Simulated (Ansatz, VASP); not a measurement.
**AgCl: VASP beside Ansatz**

```xyz
2
Lattice="0.0000 2.7731 2.7731 2.7731 0.0000 2.7731 2.7731 2.7731 0.0000" Properties=species:S:1:pos:R:3 pbc="T T T"
Ag    2.5804    2.6571    2.7755
Cl    0.0000    0.0000    0.0000
```

Change from the starting cell: one atom moved.

Alike in both runs: task single point; functional PBE; k mesh 8 × 8 × 8; occupations gaussian, width 0.02 eV; no spin polarisation.

```csv
,VASP,Ansatz
version,VASP 6.6.1,Ansatz 0.2.0
potentials or method,"VASP PAW PBE potentials, release 64 (Ag, Cl), cutoff 520 eV","scalar-relativistic, plane waves, PAW"
valence electrons in the cell,18,26
```

```tsv
	VASP	Ansatz	Ansatz less VASP
gap on the k mesh at the Fermi level (eV)	0.89	0.89	+0.003
least direct gap on the mesh (eV)	2.52	2.53	+0.002
pressure (GPa)	2.3	2.4	+0.14
traceless stress, the component that is largest in VASP (GPa)	0.99	1.00	+0.003
rms of the force components (eV/Å)	0.170	0.172	+0.0021
```

Atom by atom the forces differ by 0.002 eV/Å (rms over components). The functional is the same, so the differences come from potentials, cutoffs and numerics. VASP's potentials hold 18 valence electrons a cell and Ansatz's 26, so a difference there can come from the potentials and not from the codes.
